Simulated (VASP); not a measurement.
Input of a VASP 6.6.1 run:

File INCAR:

```
SYSTEM = Dy3Be2Se
ALGO = Normal
EDIFF = 1E-6
ENCUT = 600
GGA = PE
GGA_COMPAT = .False.
ISIF = 2
ISMEAR = 0
LASPH = .True.
LCHARG = .False.
LMAXMIX = 6
LREAL = .False.
LWAVE = .False.
NBANDS = 28
NELM = 200
PREC = Accurate
SIGMA = 0.1
```

The input KPOINTS:

```
k-points
0
Gamma
  6 6 2
  0 0 0
```

File POSCAR:

```
Dy3Be2Se
1.0
    4.4289510200      0.0000000000      0.0000000000
   -2.2144755100      3.8355841000      0.0000000000
    0.0000000000      0.0000000000      8.0770416900
Dy Be Se
3 2 1
Direct
    0.3333333300      0.6666666700      0.9593613300
    0.6666666700      0.3333333300      0.9593613300
    0.0000000000      0.0000000000      0.6062889100
    0.3333333300      0.6666666700      0.5003081300
    0.6666666700      0.3333333300      0.5003081300
    0.0000000000      0.0000000000      0.2660446700
```

Potentials or basis: VASP PAW PBE potentials, release 64 (Dy_3, Be, Se), 4f in core.

Command:

```console
$ cat potpaw_PBE.64/Dy_3/POTCAR potpaw_PBE.64/Be/POTCAR potpaw_PBE.64/Se/POTCAR > POTCAR
$ mpirun -np 1 vasp_std > vasp.out
```

Q: Estimate the largest force.

A: 1.944 eV/Å.

Q: Predict the pressure.

A: 3.7 GPa.

Q: Estimate the band gap on the k mesh.

A: Zero (an odd number of electrons rules out a gap without spin polarisation).

Forces on the atoms (eV/Å):
```
Dy   0.000  0.000  0.118
Dy   0.000  0.000  0.118
Dy   0.000  0.000  1.944
Be   0.000  0.000 -0.131
Be   0.000  0.000 -0.131
Se   0.000  0.000 -1.919
```

Caveat: the k points lie up to 0.39 Å⁻¹ apart, too coarse for converged energies and pressures of a metal; spin-orbit coupling is left out, which moves the levels of the heavy elements; the 4f electrons are frozen in the core, so they carry no moment and show no levels; the run has no spin polarisation, though such a crystal can be magnetic; forces of over 1 eV/Å act on the atoms, so gaps and moduli don't describe the material at rest. Spin polarisation is off, so any magnetic state and its effect on volume and gap are missing.
